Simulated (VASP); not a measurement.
Wanted: the native input for a VASP 6.6.1 run.

- Task: single point
- Functional: r2SCAN
- Potentials or basis: VASP PAW PBE potentials, release 64 (Zn)
- Cutoff: 520 eV
- k mesh: 8 × 8 × 4
- Occupations: fermi-dirac, width 0.1 eV
- Spin: no spin polarisation
- Dipole correction: no
- Further INCAR settings: ALGO = Normal; EDIFF = 1e-06; NBANDS = 19

Crystal: Zn.

```
CELL_PARAMETERS angstrom
1.26171 2.18534 0.00000
-1.26171 2.18534 0.00000
0.00000 0.00000 4.75884
ATOMIC_POSITIONS crystal
Zn 0.33333 0.33334 0.25000
Zn 0.66666 0.66667 0.75000
```

One way to write it, as run:

POSCAR

```
Zn
1.0
    1.2617050000      2.1853360000      0.0000000000
   -1.2617050000      2.1853360000      0.0000000000
    0.0000000000      0.0000000000      4.7588380000
Zn
2
Direct
    0.3333300000      0.3333400000      0.2500000000
    0.6666600000      0.6666700000      0.7500000000
```

INCAR.step1

```
SYSTEM = Zn
PREC = Accurate ; ENCUT = 520
ISMEAR = -1 ; SIGMA = 0.1
LREAL = .False. ; LASPH = .True.
NELM = 100 ; NBANDS = 19
GGA = PE ; ALGO = Normal
EDIFF = 1E-4 ; LWAVE = .True.
LCHARG = .False.
```

INCAR.step2

```
SYSTEM = Zn
PREC = Accurate ; ENCUT = 520
EDIFF = 1E-6 ; ISMEAR = -1
SIGMA = 0.1 ; LREAL = .False.
LASPH = .True. ; NELM = 100
ALGO = Normal ; ISIF = 2
LWAVE = .False. ; LCHARG = .False.
METAGGA = R2SCAN ; LMIXTAU = .True.
NBANDS = 19 ; ISTART = 1
```

KPOINTS

```
Automatic mesh
0
Gamma
  8 8 4
  0 0 0
```

Potentials or basis: VASP PAW PBE potentials, release 64 (Zn).

Launch:

```console
$ cat potpaw_PBE.64/Zn/POTCAR > POTCAR
$ cp INCAR.step1 INCAR
$ mpirun -np 1 vasp_std > vasp.out
$ cp INCAR.step2 INCAR
$ mpirun -np 1 vasp_std > vasp.out
```

Results of the run:

| Property | Result |
| --- | --- |
| Pressure | 12.4 GPa |
| Band gap on the k mesh | zero (band 12 reaches 5.48 eV, above the bottom of band 13 at 0.92 eV) |

Caveat: the PAW data sets were made with another functional, which shifts forces and pressure a little.

Run time: 60 s on 1 thread of Intel(R) Xeon(R) Platinum 8488C (Sapphire Rapids) (shared host), peak memory 0.15 GiB.
